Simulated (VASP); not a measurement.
# Ir (Fm-3m) in VASP: relaxation of cell and atoms with PBE

Aim: the relaxation of cell and atoms of Ir with PBE.

Program: VASP 6.6.1. These are calculated values, not measurements. Logs are shortened: lines on timing, memory, paths and dates and some standing lists are left out, and cuts for length are marked.

## Step 1: The cell of the first run

Symmetry: Fm-3m, No. 225, cubic system. The conventional cell has a = 3.830 Å, b = 3.830 Å, c = 3.830 Å, α = 90.00°, β = 90.00°, γ = 90.00°. Ir (site symmetry m-3m) has 12 Ir at 2.71 Å within 3.6 Å.

## Step 2: Relaxation of cell and atoms, PBE

INCAR reads:

```
PREC = Accurate
ENCUT = 500
EDIFF = 1E-7
ISMEAR = -1
SIGMA = 0.1
LREAL = F
LASPH = T
NELM = 120
ALGO = Normal
ISIF = 3
LWAVE = F
LCHARG = F
GGA = PE
IBRION = 2
NSW = 80
EDIFFG = -0.03
GGA_COMPAT = F
NELMIN = 4
```

KPOINTS reads:

```
Automatic mesh
0
Gamma
  18 18 18
```

POSCAR reads:

```
Ir
1.0
    0.0000000000      1.9150000000      1.9150000000
    1.9150000000      0.0000000000      1.9150000000
    1.9150000000      1.9150000000      0.0000000000
Ir
1
Direct
    0.0000000000      0.0000000000      0.0000000000
```

Potentials or basis: VASP PAW PBE potentials, release 64 (Ir).

The run is started by

```sh
$ cat potpaw_PBE.64/Ir/POTCAR > POTCAR
$ mpirun -np 1 vasp_std > vasp.out
```

OUTCAR:

```text
PREC = Accurate
   ENCUT = 500
   EDIFF = 1E-7
   ISMEAR = -1
   LREAL = F
   LASPH = T
   NELM = 120
   ISIF = 3
   GGA = PE
   IBRION = 2
   NSW = 80
   EDIFFG = -0.03
   NELMIN = 4

 ion  position               nearest neighbor table
   1  0.000  0.000  0.000-

  LATTYP: Found a face centered cubic cell.
 ALAT       =     3.8300000000

  Lattice vectors:

 A1 = (   0.0000000000,   1.9150000000,   1.9150000000)
 A2 = (   1.9150000000,   0.0000000000,   1.9150000000)
 A3 = (   1.9150000000,   1.9150000000,   0.0000000000)

Analysis of symmetry for initial positions (statically):
=====================================================================
 Subroutine PRICEL returns:
 Original cell was already a primitive cell.

 Routine SETGRP: Setting up the symmetry group for a
 face centered cubic supercell.

 Subroutine GETGRP returns: Found 48 space group operations
 (whereof 48 operations were pure point group operations)
 out of a pool of 48 trial point group operations.

The static configuration has the point symmetry O_h .

Analysis of symmetry for dynamics (positions and initial velocities):
=====================================================================
 Subroutine PRICEL returns:
 Original cell was already a primitive cell.

 Routine SETGRP: Setting up the symmetry group for a
 face centered cubic supercell.

 Subroutine GETGRP returns: Found 48 space group operations
 (whereof 48 operations were pure point group operations)
 out of a pool of 48 trial point group operations.

The dynamic configuration has the point symmetry O_h .

 Subroutine INISYM returns: Found 48 space group operations
 (whereof 48 operations are pure point group operations),
 and found     1 'primitive' translations

----------------------------------------------------------------------------------------

                                     Primitive cell

  volume of cell :      14.0455

  direct lattice vectors                    reciprocal lattice vectors
     0.000000000  1.915000000  1.915000000    -0.261096606  0.261096606  0.261096606
     1.915000000  0.000000000  1.915000000     0.261096606 -0.261096606  0.261096606
     1.915000000  1.915000000  0.000000000     0.261096606  0.261096606 -0.261096606

  length of vectors
     2.708218972  2.708218972  2.708218972     0.452232587  0.452232587  0.452232587

  position of ions in fractional coordinates (direct lattice)
     0.000000000  0.000000000  0.000000000

  ion indices of the primitive-cell ions
   primitive index   ion index
                 1           1

----------------------------------------------------------------------------------------

 KPOINTS: Automatic mesh

Automatic generation of k-mesh.
 Grid dimensions read from file:
 generate k-points for:   18   18   18

 Generating k-lattice:

  Cartesian coordinates                     Fractional coordinates (reciprocal lattice)
    -0.014505367  0.014505367  0.014505367     0.055555556  0.000000000  0.000000000
     0.014505367 -0.014505367  0.014505367     0.000000000  0.055555556  0.000000000
     0.014505367  0.014505367 -0.014505367     0.000000000  0.000000000  0.055555556

  Length of vectors
     0.025124033  0.025124033  0.025124033

  Shift w.r.t. Gamma in fractional coordinates (k-lattice)
     0.000000000  0.000000000  0.000000000

 Subroutine IBZKPT returns following result:
 ===========================================

 Found    195 irreducible k-points:

 Following reciprocal coordinates:
            Coordinates               Weight
  0.000000  0.000000  0.000000      1.000000
  0.055556  0.000000  0.000000      8.000000
  0.111111  0.000000  0.000000      8.000000
  0.166667  0.000000  0.000000      8.000000
  0.222222  0.000000  0.000000      8.000000
  0.277778  0.000000  0.000000      8.000000
[... 16 lines left out ...]
 -0.277778  0.055556  0.000000     24.000000
 -0.222222  0.055556  0.000000     24.000000
 [... further k-points ...]
   k-points           NKPTS =    195   k-points in BZ     NKDIM =    195   number of bands    NBANDS=      8
   number of dos      NEDOS =    301   number of ions     NIONS =      1
   total plane-waves  NPLWV =   8000
   dimension x,y,z NGX =    20 NGY =   20 NGZ =   20
   dimension x,y,z NGXF=    40 NGYF=   40 NGZF=   40
   ions per type =               1
   NGX,Y,Z   is equivalent  to a cutoff of  12.28, 12.28, 12.28 a.u.
   NGXF,Y,Z  is equivalent  to a cutoff of  24.55, 24.55, 24.55 a.u.
 SYSTEM =  unknown system
   PREC   = accura    normal or accurate (medium, high low for compatibility)
   ISTART =      0    job   : 0-new  1-cont  2-samecut
   ICHARG =      2    charge: 1-file 2-atom 10-const
   ISPIN  =      1    spin polarized calculation?
   LNONCOLLINEAR =      F non collinear calculations
   LSORBIT =      F    spin-orbit coupling
   LASPH  =      T    aspherical Exc in radial PAW
   ENCUT  =  500.0 eV  36.75 Ry    6.06 a.u.   4.94  4.94  4.94*2*pi/ulx,y,z
   NELM   =    120;   NELMIN=  4; NELMDL= -5     # of ELM steps
   EDIFF  = 0.1E-06   stopping-criterion for ELM
   LREAL  =      F    real-space projection
   EDIFFG = -.3E-01   stopping-criterion for IOM
   NSW    =     80    number of steps for IOM
   IBRION =      2    ionic relax: 0-MD 1-quasi-New 2-CG
   NFREE  =      1    steps in history (QN), initial steepest desc. (CG)
   ISIF   =      3    stress and relaxation
   ISYM   =      2    0-nonsym 1-usesym 2-fastsym
   POTIM  = 0.5000    time-step for ionic-motion
   TEBEG  =    0.0;   TEEND  =   0.0 temperature during run
   PSTRESS=    0.0 pullay stress
   NELECT =       9.0000    total number of electrons
   NUPDOWN=      -1.0000    fix difference up-down
   EMIN   =  10.00;   EMAX   =-10.00  energy-range for DOS
   EFERMI =   0.00;   METHOD = LEGACY
   ISMEAR =    -1;   SIGMA  =   0.10  broadening in eV -4-tet -1-fermi 0-gaus
   EFERMI_NEDOS =   21; number of points for ismear=-14 and -15
   IALGO  =     38    algorithm
   IMIX   =      4    mixing-type and parameters
     AMIX     =   0.40;   BMIX     =  1.00
     AMIX_MAG =   1.60;   BMIX_MAG =  1.00
  volume/ion in A,a.u.               =      14.05        94.78
  Fermi-wavevector in a.u.,A,eV,Ry     =   1.411379  2.667119 27.102667  1.991990
  Thomas-Fermi vector in A             =   2.533236
   LORBIT       =      0    0 simple, 1 ext, 2 COOP (PROOUT), +10 PAW based schemes
   GGA     = PE    functional components
   LHFCALC =     F    Hartree Fock is set to
   AEXX    =    0.0000 exact exchange contribution
   IVDW    =     0    specifies the selected vdW correction
   LEPSILON=     F    determine dielectric tensor
   LRPA    =     F    only Hartree local field effects (RPA)
 conjugate gradient relaxation of ions
 non-spin polarized calculation
  energy-cutoff  :      500.00
  volume of cell :       14.05
 maximum number of plane-waves:       368
   NGX =  9   NGY =  9   NGZ =  9

--------------------------------------- Ionic step        1  -------------------------------------------

 number of electron       9.0000000 magnetization

 Free energy of the ion-electron system (eV)
  ---------------------------------------------------
  ext. energy  EPLUGINS =         0.00000000
  ---------------------------------------------------
  free energy    TOTEN  =        -8.84860265 eV

  energy without entropy =       -8.81898330  energy(sigma->0) =       -8.83379298

 E-fermi :  10.5414     XC(G=0): -14.0311

 val. band max:       10.5410893514   @ k =   0.5000   0.3889   0.0556
 cond. band min:      10.5420694596   @ k =  -0.3333   0.1667   0.0556
 fundamental gap:      0.0009801083
 Fermi energy:        10.5414463542

 k-point     1 :       0.0000    0.0000    0.0000
  band No.  band energies     occupation
      1      -0.6654      2.00000
      2       6.6049      2.00000
      3       6.6049      2.00000
      4       6.6049      2.00000
      5       9.3252      1.99999
      6       9.3252      1.99999
      7      24.8426      0.00000
      8      30.4724      0.00000

 k-point     2 :       0.0556    0.0000    0.0000
  band No.  band energies     occupation
      1      -0.5268      2.00000
      2       6.5300      2.00000
      3       6.6657      2.00000
      4       6.6657      2.00000
      5       9.2855      1.99999
      6       9.2855      1.99999
      7      25.0840      0.00000
      8      29.7241      0.00000
[... 334 lines left out ...]
 POSITION                                       TOTAL-FORCE (eV/Angst)
 -----------------------------------------------------------------------------------
      0.00000      0.00000      0.00000         0.000000      0.000000     -0.000000
 -----------------------------------------------------------------------------------
    total drift:                               -0.000000     -0.000000     -0.000000

  FREE ENERGIE OF THE ION-ELECTRON SYSTEM (eV)
  ---------------------------------------------------
  free  energy   TOTEN  =        -8.8670128237 eV

  energy  without entropy=       -8.8355850572  energy(sigma->0) =       -8.85129894

--------------------------------------- Ionic step        4  -------------------------------------------

 number of electron       9.0000000 magnetization

 Free energy of the ion-electron system (eV)
  ---------------------------------------------------
  ext. energy  EPLUGINS =         0.00000000
  ---------------------------------------------------
  free energy    TOTEN  =        -8.86707405 eV

  energy without entropy =       -8.83574230  energy(sigma->0) =       -8.85140817

 E-fermi :   9.9530     XC(G=0): -13.8304

 val. band max:        9.9433108375   @ k =  -0.3333   0.2778   0.0556
 cond. band min:       9.9569029609   @ k =   0.5000   0.3889   0.0556
 fundamental gap:      0.0135921234
 Fermi energy:         9.9529568924

 k-point     1 :       0.0000    0.0000    0.0000
  band No.  band energies     occupation
      1      -0.8843      2.00000
      2       6.2212      2.00000
      3       6.2212      2.00000
      4       6.2212      2.00000
      5       8.7982      1.99998
      6       8.7982      1.99998
      7      24.3263      0.00000
      8      29.7547      0.00000

 k-point     2 :       0.0556    0.0000    0.0000
  band No.  band energies     occupation
      1      -0.7505      2.00000
      2       6.1506      2.00000
      3       6.2790      2.00000
      4       6.2790      2.00000
      5       8.7614      1.99999
      6       8.7614      1.99999
      7      24.5551      0.00000
      8      29.0172      0.00000
[... 264 lines left out ...]
 POSITION                                       TOTAL-FORCE (eV/Angst)
 -----------------------------------------------------------------------------------
      0.00000      0.00000      0.00000         0.000000      0.000000     -0.000000
 -----------------------------------------------------------------------------------
    total drift:                               -0.000000     -0.000000     -0.000000

  FREE ENERGIE OF THE ION-ELECTRON SYSTEM (eV)
  ---------------------------------------------------
  free  energy   TOTEN  =        -8.8670740459 eV

  energy  without entropy=       -8.8357422982  energy(sigma->0) =       -8.85140817

 reached required accuracy - stopping structural energy minimisation
```

It took 29 s on 1 thread of AMD EPYC 9R45 (Zen 5), shared host; peak memory 0.12 GiB.

What came out:

- Free energy: -8.8671 eV
- Relaxed volume: 14.53 Å³/atom
- Relaxed cell: a = 2.739 Å, b = 2.739 Å, c = 2.739 Å, α = 60.00°, β = 60.00°, γ = 60.00°
- Space group after relaxing (to 0.1 Å): Fm-3m (No. 225)
- Energy gained by relaxing: 18.5 meV/atom
- Ionic steps: 4
- Pressure after relaxing: 0.0 GPa
- Band gap on the k mesh: zero (an odd number of electrons rules out a gap without spin polarisation)

The path:
```tsv
step	energy change (eV)	largest force (eV/Å)	pressure (GPa)	volume (Å³)
1	0.0000	0.0000	12.79	14.05
2	0.1957	0.0000	-31.26	16.45
3	-0.0184	0.0000	-0.67	14.55
4	-0.0185	0.0000	-0.04	14.53
```

Final structure:
```
Ir
1.0
     0.00000    1.93667    1.93667
     1.93667    0.00000    1.93667
     1.93667    1.93667    0.00000
Ir
1
Direct
  0.00000 0.00000 0.00000
```

Levels at points of the mesh, in eV from the Fermi level:
```tsv
k point	band 2	band 3	band 4	band 5	band 6	band 7
(0.00, 0.00, 0.00)	-3.73	-3.73	-3.73	-1.15	-1.15	14.37
(0.50, 0.00, 0.00)	-3.83	-3.83	-0.69	0.85	0.85	7.00
(0.50, 0.50, 0.00)	-7.05	0.82	1.40	1.40	1.70	10.15
```

Caveat: spin-orbit coupling is left out, which moves the levels of the heavy elements.
